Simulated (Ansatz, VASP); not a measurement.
# Two plane-wave programs on SiC

INCAR

```
PREC = Accurate
ENCUT = 520
EDIFF = 1E-6
ISMEAR = -1
SIGMA = 0.02
LREAL = False
LASPH = True
NELM = 100
ALGO = Normal
ISIF = 2
LWAVE = False
LCHARG = False
GGA = PE
NBANDS = 11
```

File KPOINTS:

```
Automatic mesh
0
Gamma
  10 10 10
```

Contents of POSCAR:

```
SiC
1.0
   -0.0169860927      2.1828467819      2.1828467819
    2.1828467819     -0.0169860927      2.1828467819
    2.1828467819      2.1828467819     -0.0169860927
Si C
1 1
Direct
   -0.0003253515     -0.0003253515     -0.0003253515
    0.2503253515      0.2503253515      0.2503253515
```

Input for Ansatz:

```yaml
crystal:
  lattice:
    - [-0.0169860927, 2.1828467819, 2.1828467819]
    - [2.1828467819, -0.0169860927, 2.1828467819]
    - [2.1828467819, 2.1828467819, -0.0169860927]
  atoms:
    - { symbol: Si, position: [-0.0003253515, -0.0003253515, -0.0003253515] }
    - { symbol: C, position: [0.2503253515, 0.2503253515, 0.2503253515] }
kpoints:
  mp_grid: { grid: [10, 10, 10] }
  band_path:
    path:
      - [0.0, 0.0, 0.0]
      - [-0.5, -0.5, 0.0]
      - [-0.375, -0.375, 0.25]
      - [-0.375, 0.0, 0.375]
      - [0.0, 0.0, 0.5]
      - [-0.5, -0.25, 0.25]
      - [0.0, 0.5, 0.5]
    npoints: 1
hamiltonian:
  xc: pbe
scf:
  occupations: { method: fermi_dirac, width: 0.02 }
  n_extra_bands: 4
output:
  forces: true
  stress: true
  eigenvalues: true
```

Change from the starting cell: epitaxial_111 strain +1.0%.

Alike in both runs: task single point; functional PBE; k mesh 10 × 10 × 10; occupations fermi-dirac, width 0.02 eV; no spin polarisation.

|  | VASP | Ansatz |
| --- | --- | --- |
| version | VASP 6.6.1 | Ansatz 0.2.0 |
| potentials or method | VASP PAW PBE potentials, release 64 (Si, C) | plane waves, PAW |
| plane-wave cutoff (eV) | 520 | 420 |
| valence electrons in the cell | 8 | 8 |

Ansatz gave:

- gap on the k mesh at the Fermi level (eV): 1.30
- pressure (GPa): -0.4
- traceless stress, the component that is largest in VASP (GPa): 1.87
- rms of the force components (eV/Å): 0.008

What did VASP give for the same quantities?

gap on the k mesh at the Fermi level (eV): 1.30; pressure (GPa): -0.4; traceless stress, the component that is largest in VASP (GPa): 1.88; rms of the force components (eV/Å): 0.008.

Atom by atom the forces differ by 0.000 eV/Å (rms over components).
